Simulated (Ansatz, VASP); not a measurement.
# One calculation of AlN, two programs

```xyz
2
Lattice="0.0000 2.1849 2.2177 2.1849 0.0000 2.2177 2.1849 2.1849 0.0000" Properties=species:S:1:pos:R:3 pbc="T T T"
Al    0.0000    0.0000    0.0000
N     3.2774    3.2774    3.3265
```

Change from the starting cell: strain +0.000 along x and y, +0.015 along z, atoms carried along.

Alike in both runs: task single point; functional r2SCAN; k mesh 10 × 10 × 10; occupations gaussian, width 0.05 eV; no spin polarisation.

```csv
,VASP,Ansatz
version,VASP 6.6.1,Ansatz 0.2.0
potentials or method,"VASP PAW PBE potentials, release 64 (Al, N), cutoff 520 eV","scalar-relativistic, plane waves, PAW"
valence electrons in the cell,8,8
```

```tsv
	VASP	Ansatz	Ansatz less VASP
gap on the k mesh at the Fermi level (eV)	3.88	3.88	+0.007
least direct gap on the mesh (eV)	4.72	4.68	-0.038
pressure (GPa)	-3.5	-3.1	+0.40
traceless stress, the component that is largest in VASP (GPa)	-1.54	-1.53	+0.004
```

VASP's potentials were made for PBE, not for r2SCAN.
